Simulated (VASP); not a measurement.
# Re (I4/mmm) in VASP: a series of runs, part 2 of 2

VASP 6.6.1.

### Step 6. Single point, PBE (equal xx and yy strain of +1 %)

Input file INCAR:

```
  PREC = Accurate
  ENCUT = 520
  EDIFF = 1E-6
  ISMEAR = -1
  SIGMA = 0.03
  LREAL = F
  LASPH = T
  NELM = 100
  ALGO = Normal
  ISIF = 2
  LWAVE = F
  LCHARG = F
  GGA = PE
  NBANDS = 10
```

Input file KPOINTS:

```
Automatic mesh
0
Gamma
  14 14 14
```

Input file POSCAR:

```
Re
1.0
    0.0000000000      1.9947500000      1.9750000000
    1.9947500000      0.0000000000      1.9750000000
    1.9947500000      1.9947500000      0.0000000000
Re
1
Direct
    0.0000000000      0.0000000000      0.0000000000
```

Potentials or basis: VASP PAW PBE potentials, release 64 (Re).

Started as:

```sh
$ cat potpaw_PBE.64/Re/POTCAR > POTCAR
$ mpirun -np 1 vasp_std > vasp.out
```

OUTCAR:

```text
PREC = Accurate
   ENCUT = 520
   EDIFF = 1E-6
   ISMEAR = -1
   LREAL = F
   LASPH = T
   NELM = 100
   ISIF = 2
   GGA = PE

 ion  position               nearest neighbor table
   1  0.000  0.000  0.000-

  LATTYP: Found a body centered tetragonal cell.
 ALAT       =     2.8210025035
 C/A-ratio  =     1.4002114479

  Lattice vectors:

 A1 = (   0.0000000000,  -1.9947500000,  -1.9750000000)
 A2 = (   0.0000000000,   1.9947500000,  -1.9750000000)
 A3 = (   1.9947500000,   0.0000000000,   1.9750000000)

Analysis of symmetry for initial positions (statically):
=====================================================================
 Subroutine PRICEL returns:
 Original cell was already a primitive cell.

 Routine SETGRP: Setting up the symmetry group for a
 body centered tetragonal supercell.

 Subroutine GETGRP returns: Found 16 space group operations
 (whereof 16 operations were pure point group operations)
 out of a pool of 16 trial point group operations.

The static configuration has the point symmetry D_4h.

Analysis of symmetry for dynamics (positions and initial velocities):
=====================================================================
 Subroutine PRICEL returns:
 Original cell was already a primitive cell.

 Routine SETGRP: Setting up the symmetry group for a
 body centered tetragonal supercell.

 Subroutine GETGRP returns: Found 16 space group operations
 (whereof 16 operations were pure point group operations)
 out of a pool of 16 trial point group operations.

The dynamic configuration has the point symmetry D_4h.

 Subroutine INISYM returns: Found 16 space group operations
 (whereof 16 operations are pure point group operations),
 and found     1 'primitive' translations

----------------------------------------------------------------------------------------

                                     Primitive cell

  volume of cell :      15.7172

  direct lattice vectors                    reciprocal lattice vectors
     0.000000000  1.994750000  1.975000000    -0.250657977  0.250657977  0.253164557
     1.994750000  0.000000000  1.975000000     0.250657977 -0.250657977  0.253164557
     1.994750000  1.994750000  0.000000000     0.250657977  0.250657977 -0.253164557

  length of vectors
     2.807071884  2.807071884  2.821002504     0.435604334  0.435604334  0.435604334

  position of ions in fractional coordinates (direct lattice)
     0.000000000  0.000000000  0.000000000

  ion indices of the primitive-cell ions
   primitive index   ion index
                 1           1

----------------------------------------------------------------------------------------

 KPOINTS: Automatic mesh

Automatic generation of k-mesh.
 Grid dimensions read from file:
 generate k-points for:   14   14   14

 Generating k-lattice:

  Cartesian coordinates                     Fractional coordinates (reciprocal lattice)
    -0.017904141  0.017904141  0.018083183     0.071428571  0.000000000  0.000000000
     0.017904141 -0.017904141  0.018083183     0.000000000  0.071428571  0.000000000
     0.017904141  0.017904141 -0.018083183    -0.000000000 -0.000000000  0.071428571

  Length of vectors
     0.031114595  0.031114595  0.031114595

  Shift w.r.t. Gamma in fractional coordinates (k-lattice)
     0.000000000  0.000000000  0.000000000

 Subroutine IBZKPT returns following result:
 ===========================================

 Found    244 irreducible k-points:

 Following reciprocal coordinates:
            Coordinates               Weight
  0.000000  0.000000  0.000000      1.000000
  0.071429  0.000000  0.000000      8.000000
  0.142857 -0.000000  0.000000      8.000000
  0.214286  0.000000  0.000000      8.000000
  0.285714  0.000000  0.000000      8.000000
  0.357143 -0.000000  0.000000      8.000000
[... 16 lines left out ...]
  0.214286  0.142857  0.000000      8.000000
  0.285714  0.142857  0.000000      8.000000
 [... further k-points ...]
   k-points           NKPTS =    244   k-points in BZ     NKDIM =    244   number of bands    NBANDS=     10
   number of dos      NEDOS =    301   number of ions     NIONS =      1
   total plane-waves  NPLWV =  13824
   dimension x,y,z NGX =    24 NGY =   24 NGZ =   24
   dimension x,y,z NGXF=    48 NGYF=   48 NGZF=   48
   ions per type =               1
   NGX,Y,Z   is equivalent  to a cutoff of  14.21, 14.21, 14.14 a.u.
   NGXF,Y,Z  is equivalent  to a cutoff of  28.43, 28.43, 28.29 a.u.
 SYSTEM =  unknown system
   PREC   = accura    normal or accurate (medium, high low for compatibility)
   ISTART =      0    job   : 0-new  1-cont  2-samecut
   ICHARG =      2    charge: 1-file 2-atom 10-const
   ISPIN  =      1    spin polarized calculation?
   LNONCOLLINEAR =      F non collinear calculations
   LSORBIT =      F    spin-orbit coupling
   LASPH  =      T    aspherical Exc in radial PAW
   ENCUT  =  520.0 eV  38.22 Ry    6.18 a.u.   5.22  5.22  5.25*2*pi/ulx,y,z
   NELM   =    100;   NELMIN=  2; NELMDL= -5     # of ELM steps
   EDIFF  = 0.1E-05   stopping-criterion for ELM
   LREAL  =      F    real-space projection
   EDIFFG = 0.1E-04   stopping-criterion for IOM
   NSW    =      0    number of steps for IOM
   IBRION =     -1    ionic relax: 0-MD 1-quasi-New 2-CG
   NFREE  =      0    steps in history (QN), initial steepest desc. (CG)
   ISIF   =      2    stress and relaxation
   ISYM   =      2    0-nonsym 1-usesym 2-fastsym
   POTIM  = 0.5000    time-step for ionic-motion
   TEBEG  =    0.0;   TEEND  =   0.0 temperature during run
   PSTRESS=    0.0 pullay stress
   NELECT =       7.0000    total number of electrons
   NUPDOWN=      -1.0000    fix difference up-down
   EMIN   =  10.00;   EMAX   =-10.00  energy-range for DOS
   EFERMI =   0.00;   METHOD = LEGACY
   ISMEAR =    -1;   SIGMA  =   0.03  broadening in eV -4-tet -1-fermi 0-gaus
   EFERMI_NEDOS =   21; number of points for ismear=-14 and -15
   IALGO  =     38    algorithm
   IMIX   =      4    mixing-type and parameters
     AMIX     =   0.40;   BMIX     =  1.00
     AMIX_MAG =   1.60;   BMIX_MAG =  1.00
  volume/ion in A,a.u.               =      15.72       106.06
  Fermi-wavevector in a.u.,A,eV,Ry     =   1.250210  2.362554 21.266233  1.563024
  Thomas-Fermi vector in A             =   2.384214
   LORBIT       =      0    0 simple, 1 ext, 2 COOP (PROOUT), +10 PAW based schemes
   GGA     = PE    functional components
   LHFCALC =     F    Hartree Fock is set to
   AEXX    =    0.0000 exact exchange contribution
   IVDW    =     0    specifies the selected vdW correction
   LEPSILON=     F    determine dielectric tensor
   LRPA    =     F    only Hartree local field effects (RPA)
 non-spin polarized calculation
  energy-cutoff  :      520.00
  volume of cell :       15.72
 maximum number of plane-waves:       444
 NGX is ok and might be reduce to    24
   NGX = 11   NGY = 11   NGZ = 11

 number of electron       7.0000000 magnetization

 Free energy of the ion-electron system (eV)
  ---------------------------------------------------
  ext. energy  EPLUGINS =         0.00000000
  ---------------------------------------------------
  free energy    TOTEN  =       -12.31907781 eV

  energy without entropy =      -12.31494846  energy(sigma->0) =      -12.31701314

 E-fermi :   7.3326     XC(G=0): -13.3687

 val. band max:        7.3321456172   @ k =   0.1429   0.0000   0.1429
 cond. band min:       7.3401042656   @ k =  -0.1429   0.0714   0.2143
 fundamental gap:      0.0079586484
 Fermi energy:         7.3325877658

 k-point     1 :       0.0000    0.0000    0.0000
  band No.  band energies     occupation
      1      -2.3173      2.00000
      2       5.5623      2.00000
      3       5.5623      2.00000
      4       5.6985      2.00000
      5       8.4006      0.00000
      6       8.5767      0.00000
      7      21.1976      0.00000
      8      26.3772      0.00000
      9      26.3772      0.00000
     10      26.6944      0.00000
[... 287 lines left out ...]
 k-point    24 :       0.2857    0.1429    0.0000
  band No.  band energies     occupation
      1       0.4039      2.00000
      2       4.0824      2.00000
      3       5.9363      2.00000
      4       6.6794      2.00000
      5       8.0787      0.00000
      6       9.4714      0.00000
      7      22.2417      0.00000
      8      25.2944      0.00000
      9      27.2538      0.00000
     10      28.0288      0.00000

 [... further k-points ...]

------------------------ aborting loop because EDIFF is reached ----------------------------------------

  FORCE on cell =-STRESS in cart. coord.  units (eV):
  Direction    XX          YY          ZZ          XY          YZ          ZX
  --------------------------------------------------------------------------------------
  -------------------------------------------------------------------------------------
  Total       -1.6224244     -1.6224244     -1.4645327      0.0000000      0.0000000      0.0000000
  in kB     -165.3868608   -165.3868608   -149.2916821      0.0000000      0.0000000      0.0000000
  external PRESSURE =    -160.0218013 kB  Pullay stress =       0.0000000 kB

 VOLUME and BASIS-vectors are now :
 -----------------------------------------------------------------------------
  energy-cutoff  :      520.00
  volume of cell :       15.72
      direct lattice vectors                 reciprocal lattice vectors
     0.000000000  1.994750000  1.975000000    -0.250657977  0.250657977  0.253164557
     1.994750000  0.000000000  1.975000000     0.250657977 -0.250657977  0.253164557
     1.994750000  1.994750000  0.000000000     0.250657977  0.250657977 -0.253164557

 POSITION                                       TOTAL-FORCE (eV/Angst)
 -----------------------------------------------------------------------------------
      0.00000      0.00000      0.00000        -0.000000     -0.000000     -0.000000
 -----------------------------------------------------------------------------------
    total drift:                               -0.000000      0.000000      0.000000

  FREE ENERGIE OF THE ION-ELECTRON SYSTEM (eV)
  ---------------------------------------------------
  free  energy   TOTEN  =       -12.3190778124 eV

  energy  without entropy=      -12.3149484622  energy(sigma->0) =      -12.31701314
```

OSZICAR:

```text
N       E                     dE             d eps       ncg     rms          rms(c)
DAV:   1     0.532356277880E+01    0.53236E+01   -0.34327E+03  7708   0.766E+02
DAV:   2    -0.126517397859E+02   -0.17975E+02   -0.16562E+02  7490   0.155E+02
DAV:   3    -0.130734651940E+02   -0.42173E+00   -0.39637E+00  8018   0.387E+01
DAV:   4    -0.130772794614E+02   -0.38143E-02   -0.38073E-02  7996   0.165E+00
DAV:   5    -0.130772870082E+02   -0.75469E-05   -0.75462E-05  7120   0.345E-02    0.265E+01
DAV:   6    -0.125056664378E+02    0.57162E+00   -0.53036E-01  7704   0.195E+01    0.987E+00
DAV:   7    -0.123255444893E+02    0.18012E+00   -0.35525E-01  7754   0.152E+01    0.101E+00
DAV:   8    -0.123194988826E+02    0.60456E-02   -0.35460E-03  7486   0.572E-01    0.215E-01
DAV:   9    -0.123190674617E+02    0.43142E-03   -0.44357E-04  7692   0.238E-01    0.188E-02
DAV:  10    -0.123190775973E+02   -0.10136E-04   -0.11645E-05  6968   0.216E-02    0.323E-03
DAV:  11    -0.123190778124E+02   -0.21511E-06   -0.12968E-07  3724   0.971E-03
   1 F= -.12319078E+02 E0= -.12317013E+02  d E =-.412935E-02
```

It took 22 s on 1 thread of Intel Xeon Platinum 8375C at 2.90GHz (Ice Lake), shared host; peak memory 0.17 GiB.

Results:

```
Free energy            : -12.3191 eV
Pressure               : -16.0 GPa
Band gap on the k mesh : zero (an odd number of electrons rules out a gap without spin polarisation)
```

Stress tensor (GPa, compression positive):
```
-16.54   0.00   0.00
  0.00 -16.54   0.00
  0.00   0.00 -14.93
```

Caveat: the cell differs from its parent crystal (equal xx and yy strain of +1 %); the cell stands under tension; spin-orbit coupling is left out, which moves the levels of the heavy elements.

### Step 7. Summary

| cell | gap on the mesh (eV) | pressure (GPa) |
| --- | --- | --- |
| a = 2.751, b = 2.751, c = 2.793 Å, angles 59.5, 59.5, 61.0°, 1 atom | none | 0.9 |
| a = 2.779, b = 2.779, c = 2.793 Å, angles 59.8, 59.8, 60.3°, 1 atom | none | -6.5 |
| a = 2.821, b = 2.821, c = 2.793 Å, angles 60.3, 60.3, 59.3°, 1 atom | none | -15.9 |
| a = 2.765, b = 2.765, c = 2.737 Å, angles 60.3, 60.3, 59.3°, 1 atom | none | 4.5 |
| a = 2.807, b = 2.807, c = 2.821 Å, angles 59.8, 59.8, 60.3°, 1 atom | none | -16.0 |

Alike in all rows: task single point; level PBE; potentials or basis VASP PAW PBE potentials, release 64 (Re); no spin polarisation; k mesh 14 × 14 × 14; cutoff (eV) 520; smearing fermi-dirac 0.03 eV.

Caveats: spin-orbit coupling is left out, which moves the levels of the heavy elements; the cell stands under tension (at least some runs); the cell stands under pressure (at least some runs).

Total energies depend on the potentials used, so only differences within one code and one set of settings carry meaning.
